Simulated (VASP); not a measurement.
Crystal: Sc.

```
Sc
1.0
     0.00000    2.16937    2.16937
     2.16937    0.00000    2.16937
     2.16937    2.16937    0.00000
Sc
1
Direct
  0.00000 0.00000 0.00000
```

This isn't the form of Sc at room conditions, which is hcp.

| Quantity | Value |
| --- | --- |
| Program | VASP 6.6.1 |
| Task | relaxation of cell and atoms |
| Functional | PBE |
| Potentials or basis | VASP PAW PBE potentials, release 64 (Sc_sv) |
| Cutoff | 600 eV |
| k mesh | 13 × 13 × 13 |
| Occupations | fermi-dirac, width 0.03 eV |
| Spin | no spin polarisation |

At the start: pressure 13.0 GPa; volume 20.42 Å³/atom.

Where does the relaxation end?

Over 5 steps the energy falls by 150.0 meV/atom and the volume is 24.66 Å³/atom (+20.7 %); space group Fm-3m (No. 225, to 0.1 Å) before and after.

Step by step:
| step | energy change (eV) | largest force (eV/Å) | pressure (GPa) | volume (Å³) |
| --- | --- | --- | --- | --- |
| 1 | 0.0000 | 0.0000 | 13.00 | 20.42 |
| 2 | -0.1432 | 0.0000 | -2.01 | 25.72 |
| 3 | -0.1500 | 0.0000 | 0.10 | 24.61 |
| 4 | -0.1500 | 0.0000 | -0.09 | 24.70 |
| 5 | -0.1500 | 0.0000 | 0.01 | 24.66 |

Final structure:
```
Sc
1.0
     0.00000    2.31007    2.31007
     2.31007    0.00000    2.31007
     2.31007    2.31007    0.00000
Sc
1
Direct
  0.00000 0.00000 0.00000
```

Caveat: the volume moved by over 15 % at a fixed basis, so the end points are rough.
